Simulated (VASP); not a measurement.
Write the native input for VASP 6.6.1 that does the following.

* Task: single point
* Functional: PBE
* Potentials or basis: VASP PAW PBE potentials, release 64 (Si, O)
* Cutoff: 520 eV
* k mesh: 4 × 4 × 6
* Occupations: gaussian, width 0.01 eV
* Spin: no spin polarisation
* Dipole correction: no
* Further INCAR settings: ALGO = Normal; EDIFF = 1e-06; NBANDS = 25

The structure of SiO2 (Stishovite) lies in POSCAR:

```
SiO2
1.0
    4.1773000000      0.0000000000      0.0000000000
    0.0000000000      4.1773000000      0.0000000000
    0.0000000000      0.0000000000      2.6652000000
Si O
2 4
Direct
    0.0000000000      0.0000000000      0.0000000000
    0.5000000000      0.5000000000      0.5000000000
    0.3059000000      0.3059000000      0.0000000000
    0.1941000000      0.8059000000      0.5000000000
    0.6941000000      0.6941000000      0.0000000000
    0.8059000000      0.1941000000      0.5000000000
```

One way to write it, as run:

INCAR

```
SYSTEM = SiO2
PREC     = Accurate       ! precision mode
ENCUT    = 520            ! plane-wave cutoff, eV
EDIFF    = 1E-6           ! SCF threshold, eV
ISMEAR   = 0              ! smearing method
SIGMA    = 0.01           ! smearing width, eV
LREAL    = .FALSE.        ! projectors in reciprocal space
LASPH    = .TRUE.         ! aspherical terms in the spheres
NELM     = 80             ! most SCF steps
ALGO     = Normal         ! electronic algorithm
ISIF     = 2              ! what is computed and relaxed
LWAVE    = .FALSE.        ! write WAVECAR
LCHARG   = .TRUE.         ! write CHGCAR
GGA      = PE             ! functional
LELF     = .TRUE.         ! ELF
LVHAR    = .TRUE.       
NBANDS   = 25             ! bands
```

KPOINTS

```
regular mesh
0
G
  4 4 6
  0 0 0
```

Potentials or basis: VASP PAW PBE potentials, release 64 (Si, O).

Run with:

```sh
$ cat potpaw_PBE.64/Si/POTCAR potpaw_PBE.64/O/POTCAR > POTCAR
$ mpirun -np 1 vasp_std > vasp.out
```

Results of the run:

| Item | Value |
| --- | --- |
| Pressure | 11.4 GPa |
| Largest force | 0.099 eV/Å |
| Band gap on the k mesh | 5.62 eV, direct |

Run time: 54 s on 1 thread of AMD EPYC 7R13, on a shared host, peak memory 0.13 GiB.
